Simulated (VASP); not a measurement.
Crystal: Tc.

```xyz
2
Lattice="2.7400 0.0000 0.0000 -1.3700 2.3729 0.0000 0.0000 0.0000 4.3980" Properties=species:S:1:pos:R:3 pbc="T T T"
Tc    1.3700    0.7910    3.2985
Tc    0.0000    1.5819    1.0995
```

```yaml
Program: VASP 6.6.1
Task: relaxation of cell and atoms
Functional: PBEsol
Potentials_or_basis: VASP PAW PBE potentials, release 64 (Tc_pv)
Cutoff: 600 eV
k_mesh: 11 × 11 × 6
Occupations: fermi-dirac, width 0.05 eV
Spin: no spin polarisation
```

At the start: pressure -7.1 GPa; volume 14.30 Å³/atom.

Task: Where does the relaxation end?

Result: Over 4 steps the energy falls by 7.3 meV/atom and the volume is 13.98 Å³/atom (-2.2 %); space group P6_3/mmc (No. 194, to 0.05 Å).

Step by step:
```
step  energy change (eV)  largest force (eV/Å)  pressure (GPa)  volume (Å³)
   1              0.0000                0.0000           -7.08        28.59
   2              0.1342                0.0000           26.94        26.06
   3             -0.0145                0.0000           -0.21        27.97
   4             -0.0145                0.0000            0.01        27.95
```

Final structure:
```
CELL_PARAMETERS angstrom
2.71942 0.00000 0.00000
-1.35971 2.35509 0.00000
0.00000 0.00000 4.36444
ATOMIC_POSITIONS crystal
Tc 0.66667 0.33333 0.75000
Tc 0.33333 0.66667 0.25000
```

Caveat: the PAW data sets were made with another functional, which shifts forces and pressure a little.
